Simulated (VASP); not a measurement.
# In2O3 (R-3c) in VASP: further runs

In2O3 is run at these levels: PBE; tasks: single point.

Program: VASP 6.6.1. These are calculated values, not measurements. Logs are shortened: lines on timing, memory, paths and dates and some standing lists are left out, and cuts for length are marked.

## 1. The cell of the first run

Symmetry: R-3c, No. 167, trigonal system. The conventional cell has a = 5.508 Å, b = 5.508 Å, c = 14.126 Å, α = 90.00°, β = 90.00°, γ = 120.00°. Within 2.8 Å of In (site symmetry 3) lie 6 O at 2.11 to 2.24 Å. Within 2.9 Å of O (site symmetry 2) lie 4 In at 2.11 to 2.24 Å and 4 O at 2.82 to 2.89 Å.

## 2. Single point, PBE (uniaxial z strain -3.0%)

File INCAR:

```
ALGO = Normal
EDIFF = 1E-6
ENCUT = 520
GGA = PE
ISIF = 2
ISMEAR = -1
LASPH = True
LCHARG = False
LREAL = False
LWAVE = False
NBANDS = 55
NELM = 100
PREC = Accurate
SIGMA = 0.02
```

File KPOINTS:

```
k-points
0
Gamma
  6 6 6
```

File POSCAR:

```
In2O3
1.0
    2.7538210395      1.5899193184      4.7087099649
   -2.7538210395      1.5899193184      4.7087099649
    0.0000000000     -3.1798386370      4.7087099648
In O
4 6
Direct
    0.8589129546      0.8589129546      0.8589129546
    0.3589129546      0.3589129546      0.3589129546
    0.1410870454      0.1410870454      0.1410870454
    0.6410870454      0.6410870454      0.6410870454
    0.4541760042      0.0458239958      0.7500000000
    0.0458239958      0.7500000000      0.4541760042
    0.5458239958      0.9541760042      0.2500000000
    0.2500000000      0.5458239958      0.9541760042
    0.9541760042      0.2500000000      0.5458239958
    0.7500000000      0.4541760042      0.0458239958
```

Potentials or basis: VASP PAW PBE potentials, release 64 (In_d, O).

Run with:

```console
> cat potpaw_PBE.64/In_d/POTCAR potpaw_PBE.64/O/POTCAR > POTCAR
> mpirun -np 1 vasp_std > vasp.out
```

OUTCAR:

```text
EDIFF = 1E-6
   ENCUT = 520
   GGA = PE
   ISIF = 2
   ISMEAR = -1
   LASPH = True
   LREAL = False
   NELM = 100
   PREC = Accurate

 ion  position               nearest neighbor table
   1  0.859  0.859  0.859-   8 2.11   7 2.11   9 2.11   6 2.24   5 2.24  10 2.24   4 3.08   3 3.26
                             3 3.26   3 3.26   4 3.57   4 3.57   4 3.57   2 3.96   2 3.96   2 3.96
   2  0.359  0.359  0.359-   6 2.11   5 2.11  10 2.11   8 2.24   7 2.24   9 2.24   3 3.08   4 3.26
                             4 3.26   4 3.26   3 3.57   3 3.57   3 3.57   1 3.96   1 3.96   1 3.96
   3  0.141  0.141  0.141-  10 2.11   5 2.11   6 2.11   9 2.24   7 2.24   8 2.24   2 3.08   1 3.26
                             1 3.26   1 3.26   2 3.57   2 3.57   2 3.57   4 3.96   4 3.96   4 3.96
   4  0.641  0.641  0.641-   9 2.11   7 2.11   8 2.11  10 2.24   5 2.24   6 2.24   1 3.08   2 3.26
                             2 3.26   2 3.26   1 3.57   1 3.57   1 3.57   3 3.96   3 3.96   3 3.96
   5  0.454  0.046  0.750-   2 2.11   3 2.11   1 2.24   4 2.24
   6  0.046  0.750  0.454-   2 2.11   3 2.11   1 2.24   4 2.24
   7  0.546  0.954  0.250-   1 2.11   4 2.11   3 2.24   2 2.24
   8  0.250  0.546  0.954-   1 2.11   4 2.11   2 2.24   3 2.24
   9  0.954  0.250  0.546-   4 2.11   1 2.11   3 2.24   2 2.24
  10  0.750  0.454  0.046-   3 2.11   2 2.11   4 2.24   1 2.24

  LATTYP: Found a trigonal (rhomboedric) cell.
 ALAT       =     5.6818415404
 COS(alpha) =     0.5301889927

  Lattice vectors:

 A1 = (   2.7538210395,   1.5899193184,   4.7087099649)
 A2 = (  -2.7538210395,   1.5899193184,   4.7087099649)
 A3 = (   0.0000000000,  -3.1798386370,   4.7087099648)

Analysis of symmetry for initial positions (statically):
=====================================================================
 Subroutine PRICEL returns:
 Original cell was already a primitive cell.

 Routine SETGRP: Setting up the symmetry group for a
 trigonal (rhombohedral) supercell.

 Subroutine GETGRP returns: Found 12 space group operations
 (whereof  6 operations were pure point group operations)
 out of a pool of 12 trial point group operations.

The static configuration has the point symmetry S_6 .
 The point group associated with its full space group is D_3d.

Analysis of symmetry for dynamics (positions and initial velocities):
=====================================================================
 Subroutine PRICEL returns:
 Original cell was already a primitive cell.

 Routine SETGRP: Setting up the symmetry group for a
 trigonal (rhombohedral) supercell.

 Subroutine GETGRP returns: Found 12 space group operations
 (whereof  6 operations were pure point group operations)
 out of a pool of 12 trial point group operations.

The dynamic configuration has the point symmetry S_6 .
 The point group associated with its full space group is D_3d.

 Subroutine INISYM returns: Found 12 space group operations
 (whereof  6 operations are pure point group operations),
 and found     1 'primitive' translations

----------------------------------------------------------------------------------------

                                     Primitive cell

  volume of cell :     123.6984

  direct lattice vectors                    reciprocal lattice vectors
     2.753821040  1.589919318  4.708709965     0.181565902  0.104827122  0.070790797
    -2.753821040  1.589919318  4.708709965    -0.181565902  0.104827122  0.070790797
     0.000000000 -3.179838637  4.708709965     0.000000000 -0.209654244  0.070790797

  length of vectors
     5.681841540  5.681841540  5.681841540     0.221283165  0.221283165  0.221283165

  position of ions in fractional coordinates (direct lattice)
     0.858912955  0.858912955  0.858912955
     0.358912955  0.358912955  0.358912955
     0.141087045  0.141087045  0.141087045
     0.641087045  0.641087045  0.641087045
     0.454176004  0.045823996  0.750000000
     0.045823996  0.750000000  0.454176004
     0.545823996  0.954176004  0.250000000
     0.250000000  0.545823996  0.954176004
     0.954176004  0.250000000  0.545823996
     0.750000000  0.454176004  0.045823996

  ion indices of the primitive-cell ions
   primitive index   ion index
                 1           1
                 2           2
                 3           3
                 4           4
                 5           5
                 6           6
                 7           7
                 8           8
                 9           9
                10          10

----------------------------------------------------------------------------------------

 KPOINTS: k-points

Automatic generation of k-mesh.
 Grid dimensions read from file:
 generate k-points for:    6    6    6

 Generating k-lattice:

  Cartesian coordinates                     Fractional coordinates (reciprocal lattice)
     0.030260984  0.017471187  0.011798466     0.166666667  0.000000000 -0.000000000
    -0.030260984  0.017471187  0.011798466     0.000000000  0.166666667 -0.000000000
     0.000000000 -0.034942374  0.011798466    -0.000000000 -0.000000000  0.166666667

  Length of vectors
     0.036880528  0.036880528  0.036880528

  Shift w.r.t. Gamma in fractional coordinates (k-lattice)
     0.000000000  0.000000000  0.000000000

 Subroutine IBZKPT returns following result:
 ===========================================

 Found     32 irreducible k-points:

 Following reciprocal coordinates:
            Coordinates               Weight
  0.000000  0.000000  0.000000      1.000000
  0.166667  0.000000  0.000000      6.000000
  0.333333  0.000000 -0.000000      6.000000
  0.500000  0.000000  0.000000      3.000000
  0.166667  0.166667 -0.000000      6.000000
  0.333333  0.166667  0.000000     12.000000
[... 16 lines left out ...]
  0.500000  0.500000  0.166667      6.000000
 -0.333333  0.500000  0.166667     12.000000
 [... further k-points ...]
   k-points           NKPTS =     32   k-points in BZ     NKDIM =     32   number of bands    NBANDS=     55
   number of dos      NEDOS =    301   number of ions     NIONS =     10
   total plane-waves  NPLWV =  74088
   dimension x,y,z NGX =    42 NGY =   42 NGZ =   42
   dimension x,y,z NGXF=    84 NGYF=   84 NGZF=   84
   ions per type =               4   6
   NGX,Y,Z   is equivalent  to a cutoff of  12.29, 12.29, 12.29 a.u.
   NGXF,Y,Z  is equivalent  to a cutoff of  24.58, 24.58, 24.58 a.u.
 SYSTEM =  unknown system
   PREC   = accura    normal or accurate (medium, high low for compatibility)
   ISTART =      0    job   : 0-new  1-cont  2-samecut
   ICHARG =      2    charge: 1-file 2-atom 10-const
   ISPIN  =      1    spin polarized calculation?
   LNONCOLLINEAR =      F non collinear calculations
   LSORBIT =      F    spin-orbit coupling
   LASPH  =      T    aspherical Exc in radial PAW
   ENCUT  =  520.0 eV  38.22 Ry    6.18 a.u.  10.56 10.56 10.56*2*pi/ulx,y,z
   NELM   =    100;   NELMIN=  2; NELMDL= -5     # of ELM steps
   EDIFF  = 0.1E-05   stopping-criterion for ELM
   LREAL  =      F    real-space projection
   EDIFFG = 0.1E-04   stopping-criterion for IOM
   NSW    =      0    number of steps for IOM
   IBRION =     -1    ionic relax: 0-MD 1-quasi-New 2-CG
   NFREE  =      0    steps in history (QN), initial steepest desc. (CG)
   ISIF   =      2    stress and relaxation
   ISYM   =      2    0-nonsym 1-usesym 2-fastsym
   POTIM  = 0.5000    time-step for ionic-motion
   TEBEG  =    0.0;   TEEND  =   0.0 temperature during run
   PSTRESS=    0.0 pullay stress
   NELECT =      88.0000    total number of electrons
   NUPDOWN=      -1.0000    fix difference up-down
   EMIN   =  10.00;   EMAX   =-10.00  energy-range for DOS
   EFERMI =   0.00;   METHOD = LEGACY
   ISMEAR =    -1;   SIGMA  =   0.02  broadening in eV -4-tet -1-fermi 0-gaus
   EFERMI_NEDOS =   21; number of points for ismear=-14 and -15
   IALGO  =     38    algorithm
   IMIX   =      4    mixing-type and parameters
     AMIX     =   0.40;   BMIX     =  1.00
     AMIX_MAG =   1.60;   BMIX_MAG =  1.00
  volume/ion in A,a.u.               =      12.37        83.48
  Fermi-wavevector in a.u.,A,eV,Ry     =   1.461440  2.761722 29.059426  2.135808
  Thomas-Fermi vector in A             =   2.577772
   LORBIT       =      0    0 simple, 1 ext, 2 COOP (PROOUT), +10 PAW based schemes
   GGA     = PE    functional components
   LHFCALC =     F    Hartree Fock is set to
   AEXX    =    0.0000 exact exchange contribution
   IVDW    =     0    specifies the selected vdW correction
   LEPSILON=     F    determine dielectric tensor
   LRPA    =     F    only Hartree local field effects (RPA)
 non-spin polarized calculation
  energy-cutoff  :      520.00
  volume of cell :      123.70
 maximum number of plane-waves:      3351
   NGX = 21   NGY = 21   NGZ = 21

 number of electron      88.0000004 magnetization

 Free energy of the ion-electron system (eV)
  ---------------------------------------------------
  ext. energy  EPLUGINS =         0.00000000
  ---------------------------------------------------
  free energy    TOTEN  =       -55.13532911 eV

  energy without entropy =      -55.13532911  energy(sigma->0) =      -55.13532911

 E-fermi :   6.3684     XC(G=0): -11.3516

 val. band max:        5.8976492831   @ k =   0.3333   0.0000  -0.0000
 cond. band min:       7.2408525923   @ k =   0.0000   0.0000   0.0000
 fundamental gap:      1.3432033092
 Fermi energy:         6.3683885621

 k-point     1 :       0.0000    0.0000    0.0000
  band No.  band energies     occupation
      1     -11.8862      2.00000
      2     -10.9448      2.00000
      3     -10.9448      2.00000
      4     -10.7402      2.00000
      5     -10.7402      2.00000
      6     -10.5897      2.00000
[... 47 lines left out ...]
     54      15.8855      0.00000
[... 1333 lines left out ...]
     54      16.5322      0.00000
     55      17.2035      0.00000

 [... further k-points ...]

------------------------ aborting loop because EDIFF is reached ----------------------------------------

  FORCE on cell =-STRESS in cart. coord.  units (eV):
  Direction    XX          YY          ZZ          XY          YZ          ZX
  --------------------------------------------------------------------------------------
  -------------------------------------------------------------------------------------
  Total        8.7305492      8.7305492     10.1955017     -0.0000000      0.0000000      0.0000000
  in kB      113.0806135    113.0806135    132.0551043     -0.0000000      0.0000000      0.0000000
  external PRESSURE =     119.4054438 kB  Pullay stress =       0.0000000 kB

 VOLUME and BASIS-vectors are now :
 -----------------------------------------------------------------------------
  energy-cutoff  :      520.00
  volume of cell :      123.70
      direct lattice vectors                 reciprocal lattice vectors
     2.753821040  1.589919318  4.708709965     0.181565902  0.104827122  0.070790797
    -2.753821040  1.589919318  4.708709965    -0.181565902  0.104827122  0.070790797
     0.000000000 -3.179838637  4.708709965     0.000000000 -0.209654244  0.070790797

 POSITION                                       TOTAL-FORCE (eV/Angst)
 -----------------------------------------------------------------------------------
      0.00000     -0.00000     12.13312         0.000000     -0.000000      0.114660
      0.00000     -0.00000      5.07005         0.000000     -0.000000      0.114660
      0.00000     -0.00000      1.99301         0.000000      0.000000     -0.114660
      0.00000     -0.00000      9.05608         0.000000      0.000000     -0.114660
      1.12453     -1.58992      5.88589         0.007675      0.000000      0.000000
     -1.93917     -0.17891      5.88589        -0.003838     -0.006647     -0.000000
     -1.12453      1.58992      8.24024        -0.007675     -0.000000      0.000000
     -0.81465     -1.76883      8.24024         0.003838     -0.006647     -0.000000
      1.93917      0.17891      8.24024         0.003838      0.006647      0.000000
      0.81465      1.76883      5.88589        -0.003838      0.006647      0.000000
 -----------------------------------------------------------------------------------
    total drift:                               -0.000000     -0.000000      0.000000

  FREE ENERGIE OF THE ION-ELECTRON SYSTEM (eV)
  ---------------------------------------------------
  free  energy   TOTEN  =       -55.1353291138 eV

  energy  without entropy=      -55.1353291138  energy(sigma->0) =      -55.13532911
```

Run time: 3.1 min. Hardware: 1 thread of Intel Xeon Platinum 8488C (Sapphire Rapids), shared host; peak memory 0.33 GiB.

What came out:

```
Free energy            : -55.1353 eV
Pressure               : 11.9 GPa
Largest force          : 0.115 eV/Å
Band gap on the k mesh : 1.34 eV (least direct gap 1.43 eV)
```

Forces on the atoms (eV/Å):
```
In   0.000  0.000  0.115
In   0.000  0.000  0.115
In   0.000  0.000 -0.115
In   0.000  0.000 -0.115
O    0.008  0.000  0.000
O   -0.004 -0.007  0.000
O   -0.008  0.000  0.000
O    0.004 -0.007  0.000
O    0.004  0.007  0.000
O   -0.004  0.007  0.000
```

Caveat: the cell differs from its parent crystal (uniaxial z strain -3.0%); the cell stands under pressure; spin-orbit coupling is left out, which moves the levels of the heavy elements. A k mesh can miss the band edges.

[end of part 1 of 2]
